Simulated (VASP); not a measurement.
A run of VASP 6.6.1:

Contents of INCAR:

```
  PREC = Accurate
  ENCUT = 520
  EDIFF = 1E-6
  ISMEAR = -1
  SIGMA = 0.05
  LREAL = F
  LASPH = T
  NELM = 60
  ALGO = Fast
  ISIF = 2
  LWAVE = F
  LCHARG = F
  NBANDS = 12
```

Contents of KPOINTS:

```
Automatic mesh
0
Gamma
  7 7 7
```

The input POSCAR:

```
Ti
1.0
   -1.6410000000      1.6410000000      1.6410000000
    1.6410000000     -1.6410000000      1.6410000000
    1.6410000000      1.6410000000     -1.6410000000
Ti
1
Direct
    0.0000000000      0.0000000000      0.0000000000
```

Potentials or basis: VASP PAW LDA potentials, release 64 (Ti_sv).

Run with:

```console
$ cat potpaw_LDA.64/Ti_sv/POTCAR > POTCAR
$ mpirun -np 1 vasp_std > vasp.out
```

Hardware: 1 thread of AMD EPYC 7R13, on a shared host.

Task: Estimate the wall time of this run.

Result: It took 13 s on 1 thread of AMD EPYC 7R13, with other jobs on the host, peak memory 0.09 GiB. Counts: scf iterations 21, k points 20.
